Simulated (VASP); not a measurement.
# MnRh (Pm-3m) in VASP: relaxation of cell and atoms with LDA

Aim: the relaxation of cell and atoms of MnRh with LDA.

All numbers are computed with VASP 6.6.1; they aren't measurements. Logs are shortened: lines on timing, memory, paths and dates and some standing lists are left out, and cuts for length are marked.

## 1. The cell of the first run

The structure is cubic, space group Pm-3m (No. 221). Conventional cell: a = 3.084 Å, b = 3.084 Å, c = 3.084 Å, α = 90.00°, β = 90.00°, γ = 90.00°. Within 3.5 Å of Mn (site symmetry m-3m) lie 8 Rh at 2.67 Å and 6 Mn at 3.08 Å. Within 3.5 Å of Rh (site symmetry m-3m) lie 8 Mn at 2.67 Å and 6 Rh at 3.08 Å.

## 2. Relaxation of cell and atoms, LDA, collinear spin, ferromagnetic start

INCAR

```
SYSTEM = MnRh
ALGO = Normal
EDIFF = 1E-6
EDIFFG = -0.05
ENCUT = 600
GGA = CA
IBRION = 2
ISIF = 3
ISMEAR = 0
ISPIN = 2
LASPH = .TRUE.
LCHARG = .FALSE.
LMAXMIX = 4
LORBIT = 11
LREAL = .FALSE.
LWAVE = .FALSE.
MAGMOM = 4 0
NELM = 150
NSW = 100
PREC = Accurate
SIGMA = 0.15
```

KPOINTS

```
k-points
0
G
  11 11 11
  0 0 0
```

POSCAR

```
MnRh
1.0
    3.0840572252      0.0000000000      0.0000000000
    0.0000000000      3.0840572252      0.0000000000
    0.0000000000      0.0000000000      3.0840572252
Mn Rh
1 1
Direct
    0.0000000000      0.0000000000      0.0000000000
    0.5000000000      0.5000000000      0.5000000000
```

Potentials or basis: VASP PAW LDA potentials, release 64 (Mn_pv, Rh_pv).

Run with:

```bash
cat potpaw_LDA.64/Mn_pv/POTCAR potpaw_LDA.64/Rh_pv/POTCAR > POTCAR
mpirun -np 1 vasp_std > vasp.out
```

OUTCAR:

```text
SYSTEM = MnRh
   EDIFF = 1E-6
   EDIFFG = -0.05
   ENCUT = 600
   GGA = CA
   IBRION = 2
   ISIF = 3
   ISMEAR = 0
   ISPIN = 2
   LASPH = .TRUE.
   LORBIT = 11
   LREAL = .FALSE.
   NELM = 150
   NSW = 100
   PREC = Accurate

 ion  position               nearest neighbor table
   1  0.000  0.000  0.000-   2 2.67   2 2.67   2 2.67   2 2.67   2 2.67   2 2.67   2 2.67   2 2.67

   2  0.500  0.500  0.500-   1 2.67   1 2.67   1 2.67   1 2.67   1 2.67   1 2.67   1 2.67   1 2.67

  LATTYP: Found a simple cubic cell.
 ALAT       =     3.0840572252

  Lattice vectors:

 A1 = (   3.0840572252,   0.0000000000,   0.0000000000)
 A2 = (   0.0000000000,   3.0840572252,   0.0000000000)
 A3 = (   0.0000000000,   0.0000000000,   3.0840572252)

Analysis of symmetry for initial positions (statically):
=====================================================================
 Subroutine PRICEL returns:
 Original cell was already a primitive cell.

 Routine SETGRP: Setting up the symmetry group for a
 simple cubic supercell.

 Subroutine GETGRP returns: Found 48 space group operations
 (whereof 48 operations were pure point group operations)
 out of a pool of 48 trial point group operations.

The static configuration has the point symmetry O_h .

Analysis of symmetry for dynamics (positions and initial velocities):
=====================================================================
 Subroutine PRICEL returns:
 Original cell was already a primitive cell.

 Routine SETGRP: Setting up the symmetry group for a
 simple cubic supercell.

 Subroutine GETGRP returns: Found 48 space group operations
 (whereof 48 operations were pure point group operations)
 out of a pool of 48 trial point group operations.

The dynamic configuration has the point symmetry O_h .

Analysis of structural, dynamic, and magnetic symmetry:
=====================================================================
 Subroutine PRICEL returns:
 Original cell was already a primitive cell.

 Routine SETGRP: Setting up the symmetry group for a
 simple cubic supercell.

 Subroutine GETGRP returns: Found 48 space group operations
 (whereof 48 operations were pure point group operations)
 out of a pool of 48 trial point group operations.

The overall configuration has the point symmetry O_h .

 Subroutine INISYM returns: Found 48 space group operations
 (whereof 48 operations are pure point group operations),
 and found     1 'primitive' translations
[... 112 lines left out ...]
   IALGO  =     38    algorithm
   IMIX   =      4    mixing-type and parameters
     AMIX     =   0.40;   BMIX     =  1.00
     AMIX_MAG =   1.60;   BMIX_MAG =  1.00
  volume/ion in A,a.u.               =      14.67        98.98
  Fermi-wavevector in a.u.,A,eV,Ry     =   1.611901  3.046052 35.351003  2.598225
  Thomas-Fermi vector in A             =   2.707217
   LORBIT       =     11    0 simple, 1 ext, 2 COOP (PROOUT), +10 PAW based schemes
   GGA     = CA    functional components
   LHFCALC =     F    Hartree Fock is set to
   AEXX    =    0.0000 exact exchange contribution
   IVDW    =     0    specifies the selected vdW correction
   LEPSILON=     F    determine dielectric tensor
   LRPA    =     F    only Hartree local field effects (RPA)
 conjugate gradient relaxation of ions
 spin polarized calculation
 Gauss-broadening in eV      SIGMA  =   0.15
  energy-cutoff  :      600.00
  volume of cell :       29.33
 maximum number of plane-waves:       991
 NGX is ok and might be reduce to    28
   NGX = 13   NGY = 13   NGZ = 13

--------------------------------------- Ionic step        1  -------------------------------------------

 number of electron      28.0000008 magnetization       4.0636775

 Free energy of the ion-electron system (eV)
  ---------------------------------------------------
  ext. energy  EPLUGINS =         0.00000000
  ---------------------------------------------------
  free energy    TOTEN  =       -18.31363964 eV

  energy without entropy =      -18.29257874  energy(sigma->0) =      -18.30310919

------------------------ aborting loop because EDIFF is reached ----------------------------------------

  FORCE on cell =-STRESS in cart. coord.  units (eV):
  Direction    XX          YY          ZZ          XY          YZ          ZX
  --------------------------------------------------------------------------------------
  -------------------------------------------------------------------------------------
  Total       -3.9999404     -3.9999404     -3.9999404      0.0000000      0.0000000     -0.0000000
  in kB     -218.4725223   -218.4725223   -218.4725223      0.0000000      0.0000000     -0.0000000
  external PRESSURE =    -218.4725223 kB  Pullay stress =       0.0000000 kB
[... 63 lines left out ...]
 number of electron      27.9999995 magnetization       0.0000367

 number of electron      27.9999995 magnetization      -0.0000945

 E-fermi :   9.7915     XC(G=0): -13.7444

 val. band max:        9.7879860588   @ k =   0.0909   0.0909   0.0000
 cond. band min:       9.7917532835   @ k =   0.2727   0.0909   0.0909
 fundamental gap:      0.0037672247
 Fermi energy:         9.7914971651

 spin component 1

 k-point     1 :       0.0000    0.0000    0.0000
  band No.  band energies     occupation
      1     -37.8403      1.00000
      2     -37.8403      1.00000
      3     -37.8403      1.00000
      4     -36.4983      1.00000
      5     -36.4983      1.00000
      6     -36.4983      1.00000
[... 1170 lines left out ...]
--------------------------------------- Ionic step        5  -------------------------------------------

 number of electron      28.0000001 magnetization       0.0001611

 Free energy of the ion-electron system (eV)
  ---------------------------------------------------
  ext. energy  EPLUGINS =         0.00000000
  ---------------------------------------------------
  free energy    TOTEN  =       -18.04802886 eV

  energy without entropy =      -17.98705580  energy(sigma->0) =      -18.01754233

 E-fermi :  11.7226     XC(G=0): -14.4771

 val. band max:       11.7163169469   @ k =   0.4545   0.4545   0.1818
 cond. band min:      11.7232367041   @ k =   0.2727   0.2727   0.2727
 fundamental gap:      0.0069197571
 Fermi energy:        11.7226190522

 spin component 1

 k-point     1 :       0.0000    0.0000    0.0000
  band No.  band energies     occupation
      1     -35.9985      1.00000
      2     -35.9985      1.00000
      3     -35.9985      1.00000
      4     -34.8296      1.00000
      5     -34.8296      1.00000
      6     -34.8296      1.00000
[... 1128 lines left out ...]
  FREE ENERGIE OF THE ION-ELECTRON SYSTEM (eV)
  ---------------------------------------------------
  free  energy   TOTEN  =       -18.0480288643 eV

  energy  without entropy=      -17.9870557970  energy(sigma->0) =      -18.01754233

 reached required accuracy - stopping structural energy minimisation

 total charge

# of ion       s       p       d       tot
------------------------------------------
    1        0.385   6.348   5.159  11.892
    2        0.459   6.363   7.149  13.971
--------------------------------------------------
tot          0.844  12.711  12.308  25.863

 magnetization (x)

# of ion       s       p       d       tot
------------------------------------------
    1        0.000  -0.000   0.000   0.000
    2       -0.000  -0.000   0.000   0.000
--------------------------------------------------
tot          0.000  -0.000   0.000   0.000
```

OSZICAR:

```text
N       E                     dE             d eps       ncg     rms          rms(c)
DAV:   1     0.312527837186E+03    0.31253E+03   -0.18564E+04  4504   0.190E+03
DAV:   2    -0.926438181841E+01   -0.32179E+03   -0.31049E+03  4572   0.504E+02
[... 63 lines left out ...]
DAV:   5    -0.180480696393E+02    0.76129E-03   -0.24568E-03  4536   0.480E-01    0.617E-02
DAV:   6    -0.180480360622E+02    0.33577E-04   -0.14262E-04  4960   0.136E-01    0.246E-02
DAV:   7    -0.180480394719E+02   -0.34097E-05   -0.99561E-06  4704   0.335E-02    0.299E-02
DAV:   8    -0.180480372522E+02    0.22197E-05   -0.62189E-07  2292   0.977E-03    0.269E-02
DAV:   9    -0.180480288844E+02    0.83678E-05   -0.17028E-05  4168   0.457E-02    0.743E-03
DAV:  10    -0.180480288643E+02    0.20146E-07   -0.46225E-07  2248   0.663E-03
   5 F= -.18048029E+02 E0= -.18017542E+02  d E =0.265611E+00  mag=    -0.0001
```

CONTCAR:

```text
MnRh
   1.00000000000000
     2.8849519010559872   -0.0000000000000000   -0.0000000000000000
     0.0000000000000000    2.8849519010559872    0.0000000000000000
     0.0000000000000000    0.0000000000000000    2.8849519010559872
  Mn              Rh
     1     1
Direct
     0.0000000000000000    0.0000000000000000    0.0000000000000000
     0.5000000000000000    0.5000000000000000    0.5000000000000000

  0.00000000E+00  0.00000000E+00  0.00000000E+00
  0.00000000E+00  0.00000000E+00  0.00000000E+00
```

Run time: 6.2 min. Hardware: 1 thread of Intel Xeon Platinum 8259CL at 2.50GHz (Skylake/Cascade Lake), shared host; peak memory 0.21 GiB.

Results:

| Property | Result |
| --- | --- |
| Free energy | -18.0480 eV |
| Relaxed volume | 12.01 Å³/atom |
| Relaxed cell | a = 2.885 Å, b = 2.885 Å, c = 2.885 Å, α = 90.00°, β = 90.00°, γ = 90.00° |
| Space group after relaxing (to 0.1 Å) | Pm-3m (No. 221) |
| Ionic steps | 5 |
| Pressure after relaxing | 0.2 GPa |
| Band gap on the k mesh | zero (filled and empty bands overlap) |
| Net moment | 0.00 μB per cell |
| Valence electrons inside the program's atomic spheres | Mn 11.89; Rh 13.97 |

Step by step:
| step | energy change (eV) | largest force (eV/Å) | pressure (GPa) | volume (Å³) |
| --- | --- | --- | --- | --- |
| 1 | 0.0000 | 0.0000 | -21.85 | 29.33 |
| 2 | 0.5376 | 0.0000 | 40.17 | 21.64 |
| 3 | 0.5438 | 0.0000 | -26.47 | 27.04 |
| 4 | 0.2737 | 0.0000 | -5.47 | 24.50 |
| 5 | 0.2656 | 0.0000 | 0.19 | 24.01 |

Final structure:
```xyz
2
Lattice="2.8850 0.0000 0.0000 0.0000 2.8850 0.0000 0.0000 0.0000 2.8850" Properties=species:S:1:pos:R:3 pbc="T T T"
Mn    0.0000    0.0000    0.0000
Rh    1.4425    1.4425    1.4425
```

Caveat: the volume moved by over 15 % at a fixed basis, so the end points are rough.
